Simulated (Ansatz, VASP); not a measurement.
**GaN in VASP and in Ansatz**

```xyz
2
Lattice="0.0000 2.2384 2.2384 2.2384 0.0000 2.2384 2.2384 2.2384 0.0000" Properties=species:S:1:pos:R:3 pbc="T T T"
Ga    0.0000    0.0000    0.0000
N     1.1192    1.1192    1.1192
```

Alike in both runs: task single point; functional BLYP; dispersion D3(BJ); k mesh 10 × 10 × 10; occupations fermi-dirac, width 0.05 eV; no spin polarisation.

|  | VASP | Ansatz |
| --- | --- | --- |
| version | VASP 6.6.1 | Ansatz 0.2.0 |
| potentials or method | VASP PAW PBE potentials, release 64 (Ga_d, N) | Ansatz PAW |
| plane-wave cutoff (eV) | 520 | 420 |
| valence electrons in the cell | 18 | 18 |

VASP gave:

* gap on the k mesh at the Fermi level (eV): 1.95
* least direct gap on the mesh (eV): 1.95
* pressure (GPa): 7.9

Problem. What did Ansatz give for the same quantities?

Solution. gap on the k mesh at the Fermi level (eV): 1.96; least direct gap on the mesh (eV): 1.96; pressure (GPa): 6.3.

VASP's potentials were made for PBE, not for BLYP.
